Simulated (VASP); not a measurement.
BP, 2 atoms in the cell. Symmetry: F-43m, No. 216, cubic system. Conventional cell: a = 4.211 Å, b = 4.211 Å, c = 4.211 Å, α = 90.00°, β = 90.00°, γ = 90.00°. Within 2.4 Å of B (site symmetry -43m) lie 4 P at 1.82 Å. P (site symmetry -43m) has 4 B at 1.82 Å within 2.4 Å. 

```yaml
Program: VASP 6.6.1
Task: vibrations by perturbation theory
Functional: LDA
Potentials_or_basis: VASP PAW LDA potentials, release 64 (B, P)
Cutoff: 520 eV
k_mesh: 12 × 12 × 12
Occupations: gaussian, width 0.01 eV
Spin: no spin polarisation
Dipole_correction: no
Further_INCAR_settings: ALGO = Normal; EDIFF = 1e-08; NBANDS = 11; IBRION = 8; NSW = 1
```

Potentials or basis: VASP PAW LDA potentials, release 64 (B, P).

Run with:

```bash
$ cat potpaw_LDA.64/B/POTCAR potpaw_LDA.64/P/POTCAR > POTCAR
$ mpirun -np 1 vasp_std > vasp.out
```

Hardware: 1 thread of Intel(R) Xeon(R) Platinum 8488C (Sapphire Rapids), with other jobs on the host.

Question: How long does it take, and how much memory?

Answer: It took 2.8 min on 1 thread of Intel(R) Xeon(R) Platinum 8488C (Sapphire Rapids) (shared host), peak memory 0.24 GiB. Counts: scf iterations 117, k points 72.
